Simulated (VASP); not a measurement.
Here is a VASP 6.6.1 calculation.

File INCAR:

```
PREC = Accurate ; ENCUT = 520
EDIFF = 1E-7 ; ISMEAR = 0
SIGMA = 0.01 ; LREAL = F
LASPH = T ; NELM = 100
ALGO = Normal ; ISIF = 2
LWAVE = F ; LCHARG = F
GGA = PE ; NBANDS = 11
```

The input KPOINTS:

```
regular mesh
0
Gamma
  12 12 12
```

Contents of POSCAR:

```
MgO
1.0
    2.2919250544      0.0000000000      0.0000000000
    0.0000000000      2.2919250544      0.0000000000
    0.0000000000      0.0000000000      2.2919250544
Mg O
1 1
Direct
    0.0000000000      0.0000000000      0.0000000000
    0.5000000000      0.5000000000      0.5000000000
```

Potentials or basis: VASP PAW PBE potentials, release 64 (Mg, O).

Launch:

```console
$ cat potpaw_PBE.64/Mg/POTCAR potpaw_PBE.64/O/POTCAR > POTCAR
$ mpirun -np 1 vasp_std > vasp.out
```

(1) Estimate the band gap on the k mesh.

(2) What does it give for the pressure?

Answers

(1) 6.51 eV, direct.

(2) 154.8 GPa.
